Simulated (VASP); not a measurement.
SiC:

```
Si C
1.0
     0.00000    2.17805    2.17805
     2.17805    0.00000    2.17805
     2.17805    2.17805    0.00000
Si C
1 1
Direct
  0.00000 0.00000 0.00000
  0.25000 0.25000 0.25000
```

Base run:

- Program: VASP 6.6.1
- Functional: PBE
- Potentials or basis: VASP PAW PBE potentials, release 64 (Si, C)
- Cutoff: 520 eV
- k mesh: 6 × 6 × 6
- Occupations: gaussian, width 0.01 eV
- Spin: no spin polarisation

Its results: band gap on the k mesh 1.35 eV, indirect (least direct gap 4.54 eV); pressure 3.5 GPa.

Question: The run is repeated on the same cell with these changes: functional from PBE to r2SCAN; k mesh from 6 × 6 × 6 to 10 × 10 × 10. What comes out?

Answer: Band gap on the k mesh 1.72 eV, indirect (least direct gap 5.06 eV); pressure -0.1 GPa.

Several settings changed at once, so the effect can't be laid on one alone.

Caveats: the PAW data sets were made with another functional, which shifts forces and pressure a little (some runs).

A k mesh can miss the band edges.
